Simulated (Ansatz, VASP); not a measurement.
La: VASP beside Ansatz

File POSCAR:

```
La
1.0
    3.7871652420      0.0000000000      0.0000000000
   -1.8935826210      3.2797813079      0.0000000000
    0.0000000000      0.0000000000     12.0620946415
La
4
Direct
    1.0000000000      0.0000000000      0.0000000000
    1.0000000000      0.0000000000      0.5000000000
    0.3333333333      0.6666666667      0.7500000000
    0.6666666667      0.3333333333      0.2500000000
```

The input INCAR.step1:

```
  PREC = Accurate
  ENCUT = 520
  ISMEAR = 1
  SIGMA = 1.0
  LREAL = False
  LASPH = True
  NELM = 80
  NBANDS = 30
  GGA = PE
  ALGO = Normal
  EDIFF = 1E-4
  LWAVE = True
  LCHARG = False
```

Contents of INCAR.step2:

```
  PREC = Accurate
  ENCUT = 520
  EDIFF = 1E-6
  ISMEAR = 1
  SIGMA = 1.0
  LREAL = False
  LASPH = True
  NELM = 80
  ALGO = Normal
  ISIF = 2
  LWAVE = False
  LCHARG = False
  METAGGA = R2SCAN
  LMIXTAU = True
  NBANDS = 30
  ISTART = 1
```

File KPOINTS:

```
regular mesh
0
Gamma
  10 10 3
```

Input for Ansatz:

```yaml
crystal:
  lattice:
    - [3.787165242, 0.0, 0.0]
    - [-1.893582621, 3.2797813079, 0.0]
    - [0.0, 0.0, 12.0620946415]
  atoms:
    - { symbol: La, position: [1.0, 0.0, 0.0] }
    - { symbol: La, position: [1.0, 0.0, 0.5] }
    - { symbol: La, position: [0.3333333333, 0.6666666667, 0.75] }
    - { symbol: La, position: [0.6666666667, 0.3333333333, 0.25] }
hamiltonian:
  xc: r2scan
  pseudopotentials:
    kind: paw
    azcp:
      La: "pseudopotentials/La.paw.azcp"
basis:
  ecutwfc: 500
  fft_grid_basis: typed
kpoints:
  mp_grid: { grid: [10, 10, 3], shift: [0, 0, 0] }
magnetization:
  spin_polarized: false
scf:
  occupations: { method: methfessel_paxton, width: 1.0 }
  lower_state_search: "off"
output:
  stress: true
```

Alike in both runs: task single point; functional r2SCAN; k mesh 10 × 10 × 3; occupations methfessel-paxton of order 1, width 1 eV; no spin polarisation.

```csv
,VASP,Ansatz
version,VASP 6.6.1,Ansatz 0.2.0
potentials or method,"VASP PAW PBE potentials, release 64 (La), cutoff 520 eV","plane waves (500 eV) with PAW, scalar-relativistic"
valence electrons in the cell,44,44
```

Ansatz gave:

| Quantity | Value |
| --- | --- |
| pressure (GPa) | -3.4 |
| traceless stress, the component that is largest in VASP (GPa) | 0.36 |

What did VASP give for the same quantities?

Pressure (GPa): -0.1; traceless stress, the component that is largest in VASP (GPa): 0.17.

VASP's potentials were made for PBE, not for r2SCAN. With one functional, cell and mesh, what is left measures potentials, basis and numerics.

Neither program's run includes spin-orbit coupling.
